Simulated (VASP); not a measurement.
Here is a VASP 6.6.1 calculation.

File INCAR:

```
SYSTEM = Ti
PREC     = Accurate       ! precision mode
ENCUT    = 600            ! plane-wave cutoff, eV
EDIFF    = 1E-6           ! SCF threshold, eV
ISMEAR   = 0              ! smearing method
SIGMA    = 0.1            ! smearing width, eV
LREAL    = .False.        ! projectors in reciprocal space
LASPH    = .True.         ! aspherical terms in the spheres
NELM     = 100            ! most SCF steps
ALGO     = Fast           ! electronic algorithm
ISIF     = 3              ! what is computed and relaxed
LWAVE    = .False.        ! write WAVECAR
LCHARG   = .False.        ! write CHGCAR
GGA      = PS             ! functional
IBRION   = 2              ! ionic algorithm
NSW      = 100            ! ionic steps
EDIFFG   = -0.005         ! ionic threshold
```

Contents of KPOINTS:

```
regular mesh
0
Gamma
  18 18 10
  0 0 0
```

POSCAR

```
Ti
1.0
    2.9273803800      0.0000000000      0.0000000000
   -1.4636901900      2.5351857700      0.0000000000
    0.0000000000      0.0000000000      4.7526033600
Ti
2
Direct
    0.3333333300      0.6666666700      0.2500000000
    0.6666666700      0.3333333300      0.7500000000
```

Potentials or basis: VASP PAW PBE potentials, release 64 (Ti_sv).

Run with:

```sh
$ cat potpaw_PBE.64/Ti_sv/POTCAR > POTCAR
$ mpirun -np 1 vasp_std > vasp.out
```

Q: Predict the relaxed cell.

A: a = 2.899 Å, b = 2.899 Å, c = 4.586 Å, α = 90.00°, β = 90.00°, γ = 120.00°.

Q: Estimate the space group after relaxing (to 0.1 Å).

A: P6_3/mmc (No. 194).

Step by step:
```csv
step,energy change (eV),largest force (eV/Å),pressure (GPa),volume (Å³)
1,0.0000,0.0000,-6.12,35.27
2,-0.0182,0.0000,5.50,31.94
3,-0.0405,0.0000,0.45,33.32
4,-0.0405,0.0000,0.00,33.38
5,-0.0424,0.0000,-0.19,33.41
6,-0.0428,0.0000,-0.26,33.44
7,-0.0428,0.0000,-0.26,33.43
8,-0.0428,0.0000,0.19,33.29
9,-0.0429,0.0000,0.00,33.37
```

Caveat: the PAW data sets were made with another functional, which shifts forces and pressure a little.
